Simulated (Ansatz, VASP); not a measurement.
# Two plane-wave programs on Sn2GeP2

```
Sn Ge P
1.0
     3.85831    0.00000    0.00000
    -1.92915    3.34139    0.00000
     0.00000    0.00000    8.76033
Sn Ge P
2 1 2
Cartesian
  1.9292 1.1138 3.0568
  0.0000 2.2276 5.7035
  0.0000 0.0000 0.0000
  1.9292 1.1138 7.2551
  0.0000 2.2276 1.5052
```

Change from the starting cell: species swapped into the YbAl2Ge2 type (P-3m1, No. 164).

Alike in both runs: functional PBE; k mesh 12 × 12 × 4; occupations gaussian, width 0.1 eV; no spin polarisation.

Ansatz relaxed the structure, and its values are those at the end. VASP's run is a single point on that final structure, the one shown.

```csv
,VASP,Ansatz
version,VASP 6.6.1,Ansatz 0.2.0
potentials or method,"VASP PAW PBE potentials, release 64 (Sn_d, Ge_d, P), cutoff 520 eV","scalar-relativistic, plane waves, PAW"
valence electrons in the cell,52,52
```

Ansatz gave:

```
gap on the k mesh at the Fermi level (eV) : none
pressure (GPa)                            : 0.0
```

Problem. Which values does VASP return?

Solution. gap on the k mesh at the Fermi level (eV): none; pressure (GPa): -0.1.

A gap of «none» marks a metal or a gap that the smearing closes.
